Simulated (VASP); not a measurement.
Wanted: the native input for a VASP 6.6.1 run.

```yaml
Task: single point
Functional: LDA
Potentials_or_basis: VASP PAW LDA potentials, release 64 (Hf_pv, O)
Cutoff: 520 eV
k_mesh: 6 × 6 × 3
Occupations: gaussian, width 0.05 eV
Spin: no spin polarisation
Dipole_correction: no
Further_INCAR_settings: ALGO = Normal; EDIFF = 1e-07; NBANDS = 56
```

The structure of HfO2 lies in POSCAR:

```
HfO2
1.0
   -2.5575000000     -2.5575000000      0.0000000000
    2.5575000000     -2.5575000000      0.0000000000
    0.0000000000      0.0000000000     10.4800000000
Hf O
4 8
Direct
    0.0000000000      0.0000000000      0.9151359733
    0.5000000000      0.5000000000      0.1830271947
    0.0000000000      0.0000000000      0.4270634542
    0.5000000000      0.5000000000      0.6710997137
    0.5000000000      0.0000000000      0.0610090649
    0.0000000000      0.5000000000      0.3050453244
    0.5000000000      0.0000000000      0.5490815840
    0.0000000000      0.5000000000      0.7931178435
    0.5000000000      0.0000000000      0.3050453244
    0.0000000000      0.5000000000      0.5490815840
    0.5000000000      0.0000000000      0.7931178435
    0.0000000000      0.5000000000      0.0610090649
```

The input as run:

INCAR

```
SYSTEM = HfO2
  ALGO = Normal
  EDIFF = 1E-7
  ENCUT = 520
  ISIF = 2
  ISMEAR = 0
  LASPH = .True.
  LCHARG = .False.
  LREAL = .False.
  LWAVE = .False.
  NBANDS = 56
  NELM = 60
  PREC = Accurate
  SIGMA = 0.05
```

KPOINTS

```
k-points
0
Gamma
  6 6 3
  0 0 0
```

Potentials or basis: VASP PAW LDA potentials, release 64 (Hf_pv, O).

The run is started by

```bash
$ cat potpaw_LDA.64/Hf_pv/POTCAR potpaw_LDA.64/O/POTCAR > POTCAR
$ mpirun -np 1 vasp_std > vasp.out
```

It gave:

The pressure is -22.9 GPa, the largest force is 2.759 eV/Å and the band gap on the k mesh is 2.21 eV.

Caveat: spin-orbit coupling is left out, which moves the levels of the heavy elements; forces of over 1 eV/Å act on the atoms, so gaps and moduli don't describe the material at rest.

Wall time 110 s on 1 thread of Intel(R) Xeon(R) 6975P-C (Granite Rapids), with other jobs on the host, peak memory 0.26 GiB.
